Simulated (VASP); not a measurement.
# Ru (P6_3/mmc) in VASP: notebook

Ru is run at these levels: r2SCAN; tasks: single point.

All numbers are computed with VASP 6.6.1; they aren't measurements. Logs are shortened: lines on timing, memory, paths and dates and some standing lists are left out, and cuts for length are marked.

## (1) The cell of the first run

Symmetry: P6_3/mmc, No. 194, hexagonal system. The conventional cell has a = 2.708 Å, b = 2.708 Å, c = 4.268 Å, α = 90.00°, β = 90.00°, γ = 120.00°. Ru (site symmetry -6m2) has 12 Ru at 2.65 to 2.71 Å within 3.5 Å.

## (2) Single point, r2SCAN

Contents of POSCAR:

```
Ru
1.0
    2.7078263400      0.0000000000      0.0000000000
   -1.3539131700      2.3450464000      0.0000000000
    0.0000000000      0.0000000000      4.2681017800
Ru
2
Direct
    0.3333333300      0.6666666700      0.2500000000
    0.6666666700      0.3333333300      0.7500000000
```

Contents of INCAR.step1:

```
SYSTEM = Ru
PREC = Accurate
ENCUT = 660
ISMEAR = 0
SIGMA = 0.1
LREAL = .False.
LASPH = .True.
NELM = 120
NBANDS = 23
GGA = PE
ALGO = Normal
EDIFF = 1E-5
LWAVE = .True.
LCHARG = .False.
GGA_COMPAT = .False.
```

Contents of INCAR.step2:

```
SYSTEM = Ru
PREC = Accurate
ENCUT = 660
EDIFF = 1E-6
ISMEAR = 0
SIGMA = 0.1
LREAL = .False.
LASPH = .True.
NELM = 120
ALGO = Normal
ISIF = 2
LWAVE = .False.
LCHARG = .False.
METAGGA = R2SCAN
LMIXTAU = .True.
NBANDS = 23
ISTART = 1
GGA_COMPAT = .False.
```

Contents of KPOINTS:

```
regular mesh
0
Gamma
  9 9 4
  0 0 0
```

Potentials or basis: VASP PAW PBE potentials, release 64 (Ru_sv).

Launch:

```sh
cat potpaw_PBE.64/Ru_sv/POTCAR > POTCAR
cp INCAR.step1 INCAR
mpirun -np 1 vasp_std > vasp.out
cp INCAR.step2 INCAR
mpirun -np 1 vasp_std > vasp.out
```

OUTCAR:

```text
SYSTEM = Ru
   PREC = Accurate
   ENCUT = 660
   EDIFF = 1E-6
   ISMEAR = 0
   LREAL = .False.
   LASPH = .True.
   NELM = 120
   ISIF = 2
   METAGGA = R2SCAN
   ISTART = 1

 ion  position               nearest neighbor table
   1  0.333  0.667  0.250-   2 2.65   2 2.65   2 2.65   2 2.65   2 2.65   2 2.65
   2  0.667  0.333  0.750-   1 2.65   1 2.65   1 2.65   1 2.65   1 2.65   1 2.65

  LATTYP: Found a hexagonal cell.
 ALAT       =     2.7078263400
 C/A-ratio  =     1.5762095659

  Lattice vectors:

 A1 = (   2.7078263400,   0.0000000000,   0.0000000000)
 A2 = (  -1.3539131700,   2.3450464000,   0.0000000000)
 A3 = (   0.0000000000,   0.0000000000,   4.2681017800)

Analysis of symmetry for initial positions (statically):
=====================================================================
 Subroutine PRICEL returns:
 Original cell was already a primitive cell.

 Routine SETGRP: Setting up the symmetry group for a
 hexagonal supercell.

 Subroutine GETGRP returns: Found 24 space group operations
 (whereof 12 operations were pure point group operations)
 out of a pool of 24 trial point group operations.

The static configuration has the point symmetry D_3d.
 The point group associated with its full space group is D_6h.

Analysis of symmetry for dynamics (positions and initial velocities):
=====================================================================
 Subroutine PRICEL returns:
 Original cell was already a primitive cell.

 Routine SETGRP: Setting up the symmetry group for a
 hexagonal supercell.

 Subroutine GETGRP returns: Found 24 space group operations
 (whereof 12 operations were pure point group operations)
 out of a pool of 24 trial point group operations.

The dynamic configuration has the point symmetry D_3d.
 The point group associated with its full space group is D_6h.

 Subroutine INISYM returns: Found 24 space group operations
 (whereof 12 operations are pure point group operations),
 and found     1 'primitive' translations

----------------------------------------------------------------------------------------

                                     Primitive cell

  volume of cell :      27.1024

  direct lattice vectors                    reciprocal lattice vectors
     2.707826340  0.000000000  0.000000000     0.369299901  0.213215397  0.000000000
    -1.353913170  2.345046400  0.000000000     0.000000000  0.426430795  0.000000000
     0.000000000  0.000000000  4.268101780     0.000000000  0.000000000  0.234296193

  length of vectors
     2.707826340  2.707826340  4.268101780     0.426430795  0.426430795  0.234296193

  position of ions in fractional coordinates (direct lattice)
     0.333333330  0.666666670  0.250000000
     0.666666670  0.333333330  0.750000000

  ion indices of the primitive-cell ions
   primitive index   ion index
                 1           1
                 2           2

----------------------------------------------------------------------------------------

 KPOINTS: regular mesh

Automatic generation of k-mesh.
 Grid dimensions read from file:
 generate k-points for:    9    9    4

 Generating k-lattice:

  Cartesian coordinates                     Fractional coordinates (reciprocal lattice)
     0.041033322  0.023690600  0.000000000     0.111111111  0.000000000  0.000000000
     0.000000000  0.047381199  0.000000000     0.000000000  0.111111111  0.000000000
     0.000000000  0.000000000  0.058574048     0.000000000  0.000000000  0.250000000

  Length of vectors
     0.047381199  0.047381199  0.058574048

  Shift w.r.t. Gamma in fractional coordinates (k-lattice)
     0.000000000  0.000000000  0.000000000

 Subroutine IBZKPT returns following result:
 ===========================================

 Found     36 irreducible k-points:

 Following reciprocal coordinates:
            Coordinates               Weight
  0.000000  0.000000  0.000000      1.000000
  0.111111  0.000000  0.000000      6.000000
  0.222222  0.000000  0.000000      6.000000
  0.333333  0.000000  0.000000      6.000000
  0.444444  0.000000  0.000000      6.000000
  0.111111  0.111111  0.000000      6.000000
[... 16 lines left out ...]
  0.333333  0.222222  0.250000     24.000000
  0.333333  0.333333  0.250000      4.000000
 [... further k-points ...]
   k-points           NKPTS =     36   k-points in BZ     NKDIM =     36   number of bands    NBANDS=     23
   number of dos      NEDOS =    301   number of ions     NIONS =      2
   total plane-waves  NPLWV =  20736
   dimension x,y,z NGX =    24 NGY =   24 NGZ =   36
   dimension x,y,z NGXF=    48 NGYF=   48 NGZF=   72
   ions per type =               2
   NGX,Y,Z   is equivalent  to a cutoff of  14.73, 14.73, 14.02 a.u.
   NGXF,Y,Z  is equivalent  to a cutoff of  29.47, 29.47, 28.04 a.u.
 SYSTEM =  Ru
   PREC   = accura    normal or accurate (medium, high low for compatibility)
   ISTART =      1    job   : 0-new  1-cont  2-samecut
   ICHARG =      0    charge: 1-file 2-atom 10-const
   ISPIN  =      1    spin polarized calculation?
   LNONCOLLINEAR =      F non collinear calculations
   LSORBIT =      F    spin-orbit coupling
   LASPH  =      T    aspherical Exc in radial PAW
   ENCUT  =  660.0 eV  48.51 Ry    6.96 a.u.   5.67  5.67  8.94*2*pi/ulx,y,z
   NELM   =    120;   NELMIN=  2; NELMDL=  0     # of ELM steps
   EDIFF  = 0.1E-05   stopping-criterion for ELM
   LREAL  =      F    real-space projection
   EDIFFG = 0.1E-04   stopping-criterion for IOM
   NSW    =      0    number of steps for IOM
   IBRION =     -1    ionic relax: 0-MD 1-quasi-New 2-CG
   NFREE  =      0    steps in history (QN), initial steepest desc. (CG)
   ISIF   =      2    stress and relaxation
   ISYM   =      2    0-nonsym 1-usesym 2-fastsym
   POTIM  = 0.5000    time-step for ionic-motion
   TEBEG  =    0.0;   TEEND  =   0.0 temperature during run
   PSTRESS=    0.0 pullay stress
   NELECT =      32.0000    total number of electrons
   NUPDOWN=      -1.0000    fix difference up-down
   EMIN   =  10.00;   EMAX   =-10.00  energy-range for DOS
   EFERMI =   0.00;   METHOD = LEGACY
   ISMEAR =     0;   SIGMA  =   0.10  broadening in eV -4-tet -1-fermi 0-gaus
   EFERMI_NEDOS =   21; number of points for ismear=-14 and -15
   IALGO  =     38    algorithm
   IMIX   =      4    mixing-type and parameters
     AMIX     =   0.40;   BMIX     =  1.00
     AMIX_MAG =   1.60;   BMIX_MAG =  1.00
  volume/ion in A,a.u.               =      13.55        91.45
  Fermi-wavevector in a.u.,A,eV,Ry     =   1.730304  3.269801 40.735203  2.993953
  Thomas-Fermi vector in A             =   2.804886
   LORBIT       =      0    0 simple, 1 ext, 2 COOP (PROOUT), +10 PAW based schemes
   METAGGA = R2SCAN    functional components
   LHFCALC =     F    Hartree Fock is set to
   AEXX    =    0.0000 exact exchange contribution
   IVDW    =     0    specifies the selected vdW correction
   LEPSILON=     F    determine dielectric tensor
   LRPA    =     F    only Hartree local field effects (RPA)
 non-spin polarized calculation
 Gauss-broadening in eV      SIGMA  =   0.10
  energy-cutoff  :      660.00
  volume of cell :       27.10
 maximum number of plane-waves:      1085
 NGX is ok and might be reduce to    24
   NGX = 11   NGY = 11   NGZ = 17

 number of electron      31.9999997 magnetization

 Free energy of the ion-electron system (eV)
  ---------------------------------------------------
  ext. energy  EPLUGINS =         0.00000000
  ---------------------------------------------------
  free energy    TOTEN  =       -50.93410113 eV

  energy without entropy =      -50.92343644  energy(sigma->0) =      -50.92876879

 E-fermi :  15.2621     XC(G=0): -15.5530

 val. band max:       15.1133903505   @ k =   0.3333   0.0000   0.2500
 cond. band min:      15.2663212271   @ k =   0.3333   0.0000   0.0000
 fundamental gap:      0.1529308766
 Fermi energy:        15.2621077337

 k-point     1 :       0.0000    0.0000    0.0000
  band No.  band energies     occupation
      1     -60.2646      2.00000
      2     -60.0342      2.00000
      3     -30.0251      2.00000
      4     -29.0032      2.00000
      5     -29.0032      2.00000
      6     -28.8158      2.00000
[... 15 lines left out ...]
     22      30.6236      0.00000
     23      33.3231      0.00000

 k-point     2 :       0.1111    0.0000    0.0000
  band No.  band energies     occupation
      1     -60.2452      2.00000
      2     -60.0269      2.00000
      3     -29.9799      2.00000
      4     -29.0966      2.00000
      5     -29.0346      2.00000
      6     -28.9126      2.00000
[... 15 lines left out ...]
     22      31.3490      0.00000
     23      33.8151      0.00000

 k-point     3 :       0.2222    0.0000    0.0000
  band No.  band energies     occupation
      1     -60.1939      2.00000
      2     -60.0103      2.00000
      3     -29.8552      2.00000
      4     -29.3334      2.00000
      5     -29.1500      2.00000
      6     -29.1105      2.00000
[... 15 lines left out ...]
     22      30.7300      0.00000
     23      33.1717      0.00000

 k-point     4 :       0.3333    0.0000    0.0000
  band No.  band energies     occupation
      1     -60.1298      2.00000
      2     -59.9968      2.00000
      3     -29.6833      2.00000
      4     -29.6027      2.00000
      5     -29.4074      2.00000
      6     -29.1924      2.00000
[... 15 lines left out ...]
     22      27.1464      0.00000
     23      30.9419      0.00000

 k-point     5 :       0.4444    0.0000    0.0000
  band No.  band energies     occupation
      1     -60.0801      2.00000
      2     -59.9956      2.00000
      3     -29.7778      2.00000
      4     -29.5694      2.00000
      5     -29.5292      2.00000
      6     -29.2441      2.00000
[... 434 lines left out ...]
 k-point    22 :       0.2222    0.2222    0.2500
  band No.  band energies     occupation
      1     -60.0828      2.00000
      2     -60.0096      2.00000
      3     -29.7442      2.00000
      4     -29.6264      2.00000
      5     -29.3034      2.00000
      6     -29.2902      2.00000
[... 15 lines left out ...]
     22      28.0363      0.00000
     23      30.1963      0.00000

 k-point    23 :       0.3333    0.2222    0.2500
  band No.  band energies     occupation
      1     -60.0451      2.00000
      2     -60.0081      2.00000
      3     -29.7652      2.00000
      4     -29.6678      2.00000
      5     -29.4531      2.00000
      6     -29.2455      2.00000
[... 15 lines left out ...]
     22      26.7435      0.00000
     23      28.7201      0.00000

 k-point    24 :       0.3333    0.3333    0.2500
  band No.  band energies     occupation
      1     -60.0198      2.00000
      2     -60.0198      2.00000
      3     -29.6527      2.00000
      4     -29.6527      2.00000
      5     -29.6003      2.00000
      6     -29.3166      2.00000
[... 15 lines left out ...]
     22      28.2535      0.00000
     23      28.6029      0.00000

 [... further k-points ...]

------------------------ aborting loop because EDIFF is reached ----------------------------------------

  FORCE on cell =-STRESS in cart. coord.  units (eV):
  Direction    XX          YY          ZZ          XY          YZ          ZX
  --------------------------------------------------------------------------------------
  -------------------------------------------------------------------------------------
  Total       -0.1163718     -0.1163718     -0.3469280      0.0000000      0.0000000     -0.0000000
  in kB       -6.8794129     -6.8794129    -20.5089283      0.0000000      0.0000000     -0.0000000
  external PRESSURE =     -11.4225847 kB  Pullay stress =       0.0000000 kB

 VOLUME and BASIS-vectors are now :
 -----------------------------------------------------------------------------
  energy-cutoff  :      660.00
  volume of cell :       27.10
      direct lattice vectors                 reciprocal lattice vectors
     2.707826340  0.000000000  0.000000000     0.369299901  0.213215397  0.000000000
    -1.353913170  2.345046400  0.000000000     0.000000000  0.426430795  0.000000000
     0.000000000  0.000000000  4.268101780     0.000000000  0.000000000  0.234296193

 POSITION                                       TOTAL-FORCE (eV/Angst)
 -----------------------------------------------------------------------------------
     -0.00000      1.56336      1.06703        -0.000000      0.000000      0.000000
      1.35391      0.78168      3.20108         0.000000     -0.000000      0.000000
 -----------------------------------------------------------------------------------
    total drift:                               -0.000013      0.000008     -0.000001

  FREE ENERGIE OF THE ION-ELECTRON SYSTEM (eV)
  ---------------------------------------------------
  free  energy   TOTEN  =       -50.9341011293 eV

  energy  without entropy=      -50.9234364424  energy(sigma->0) =      -50.92876879
```

Run time: 78 s. Hardware: 1 thread of AMD EPYC 7R13 (Zen 3), shared host; peak memory 0.14 GiB.

Results:

- Free energy: -50.9341 eV
- Pressure: -1.1 GPa
- Band gap on the k mesh: zero (bands 16 and 17 overlap by 3.17 eV)

Stress tensor (GPa, compression positive):
```
-0.69  0.00  0.00
 0.00 -0.69  0.00
 0.00  0.00 -2.05
```

Levels at points of the mesh, in eV from the Fermi level:
```tsv
k point	band 14	band 15	band 16	band 17	band 18	band 19
(0.00, 0.00, 0.00)	-2.17	-2.17	-1.68	-1.68	1.05	1.05
(0.00, 0.00, 0.50)	-3.08	-3.00	-3.00	0.38	0.38	0.38
```

Caveat: the k points lie up to 0.37 Å⁻¹ apart, too coarse for converged energies and pressures of a metal; the PAW data sets were made with another functional, which shifts forces and pressure a little.

## (3) Single point, r2SCAN

This run uses another cell than the first one, of 13.51 Å³/atom.

Contents of POSCAR:

```
Ru
1.0
    2.7039339012      0.0000000000      0.0000000000
   -1.3519669506      2.3416754486      0.0000000000
    0.0000000000      0.0000000000      4.2670819301
Ru
2
Direct
    0.3333333333      0.6666666667      0.2500000000
    0.6666666667      0.3333333333      0.7500000000
```

Contents of INCAR.step1:

```
PREC = Accurate
ENCUT = 660
ISMEAR = 0
SIGMA = 0.1
LREAL = F
LASPH = T
NELM = 120
NBANDS = 23
GGA = PE
ALGO = Normal
EDIFF = 1E-5
LWAVE = T
LCHARG = F
GGA_COMPAT = F
```

Contents of INCAR.step2:

```
PREC = Accurate
ENCUT = 660
EDIFF = 1E-6
ISMEAR = 0
SIGMA = 0.1
LREAL = F
LASPH = T
NELM = 120
ALGO = Normal
ISIF = 2
LWAVE = F
LCHARG = F
METAGGA = R2SCAN
LMIXTAU = T
NBANDS = 23
ISTART = 1
GGA_COMPAT = F
```

Contents of KPOINTS:

```
Automatic mesh
0
Gamma
  15 15 8
```

Potentials or basis: VASP PAW PBE potentials, release 64 (Ru_sv).

Launch:

```sh
cat potpaw_PBE.64/Ru_sv/POTCAR > POTCAR
cp INCAR.step1 INCAR
mpirun -np 1 vasp_std > vasp.out
cp INCAR.step2 INCAR
mpirun -np 1 vasp_std > vasp.out
```

OUTCAR:

```text
PREC = Accurate
   ENCUT = 660
   EDIFF = 1E-6
   ISMEAR = 0
   LREAL = F
   LASPH = T
   NELM = 120
   ISIF = 2
   METAGGA = R2SCAN
   ISTART = 1

 ion  position               nearest neighbor table
   1  0.333  0.667  0.250-   2 2.64   2 2.64   2 2.64   2 2.64   2 2.64   2 2.64
   2  0.667  0.333  0.750-   1 2.64   1 2.64   1 2.64   1 2.64   1 2.64   1 2.64

  LATTYP: Found a hexagonal cell.
 ALAT       =     2.7039339012
 C/A-ratio  =     1.5781014204

  Lattice vectors:
[... 812 lines left out ...]

 [... further k-points ...]

------------------------ aborting loop because EDIFF is reached ----------------------------------------

  FORCE on cell =-STRESS in cart. coord.  units (eV):
  Direction    XX          YY          ZZ          XY          YZ          ZX
  --------------------------------------------------------------------------------------
  -------------------------------------------------------------------------------------
  Total       -0.0571904     -0.0571904     -0.0593663     -0.0000000      0.0000000      0.0000000
  in kB       -3.3914048     -3.3914048     -3.5204368     -0.0000000      0.0000000      0.0000000
  external PRESSURE =      -3.4344155 kB  Pullay stress =       0.0000000 kB

 VOLUME and BASIS-vectors are now :
 -----------------------------------------------------------------------------
  energy-cutoff  :      660.00
  volume of cell :       27.02
      direct lattice vectors                 reciprocal lattice vectors
     2.703933901  0.000000000  0.000000000     0.369831526  0.213522331  0.000000000
    -1.351966951  2.341675449  0.000000000     0.000000000  0.427044662  0.000000000
     0.000000000  0.000000000  4.267081930     0.000000000  0.000000000  0.234352191

 POSITION                                       TOTAL-FORCE (eV/Angst)
 -----------------------------------------------------------------------------------
     -0.00000      1.56112      1.06677         0.000000     -0.000000      0.000000
      1.35197      0.78056      3.20031        -0.000000      0.000000      0.000000
 -----------------------------------------------------------------------------------
    total drift:                               -0.000000      0.000000     -0.000000

  FREE ENERGIE OF THE ION-ELECTRON SYSTEM (eV)
  ---------------------------------------------------
  free  energy   TOTEN  =       -50.9501517856 eV

  energy  without entropy=      -50.9429764445  energy(sigma->0) =      -50.94656412
```

OSZICAR.step1:

```text
N       E                     dE             d eps       ncg     rms          rms(c)
DAV:   1     0.494426889753E+03    0.49443E+03   -0.24009E+04  6218   0.192E+03
DAV:   2    -0.510351360557E+01   -0.49953E+03   -0.48060E+03  7071   0.596E+02
DAV:   3    -0.196969120299E+02   -0.14593E+02   -0.14320E+02  7304   0.114E+02
DAV:   4    -0.198303289421E+02   -0.13342E+00   -0.13337E+00  7001   0.117E+01
DAV:   5    -0.198322713690E+02   -0.19424E-02   -0.19424E-02  7471   0.137E+00    0.266E+01
DAV:   6    -0.186168608856E+02    0.12154E+01   -0.28828E+00  6840   0.169E+01    0.519E+00
DAV:   7    -0.185637593064E+02    0.53102E-01   -0.14521E-01  7380   0.325E+00    0.114E+00
DAV:   8    -0.185587168941E+02    0.50424E-02   -0.76049E-03  6581   0.105E+00    0.106E-01
DAV:   9    -0.185588167288E+02   -0.99835E-04   -0.16844E-04  8678   0.145E-01    0.301E-02
DAV:  10    -0.185588317477E+02   -0.15019E-04   -0.13902E-05  5147   0.332E-02    0.355E-03
DAV:  11    -0.185588311692E+02    0.57847E-06   -0.92668E-07  3847   0.111E-02
   1 F= -.18558831E+02 E0= -.18555021E+02  d E =-.761939E-02
```

Wall time 2.9 min (1 thread of AMD EPYC 9R45 (Zen 5), shared host); peak memory 0.19 GiB.

Results:

```yaml
Free_energy: -50.9502 eV
Pressure: -0.3 GPa
Band_gap_on_the_k_mesh: zero (bands 16 and 17 overlap by 3.22 eV)
```

Caveat: the PAW data sets were made with another functional, which shifts forces and pressure a little.
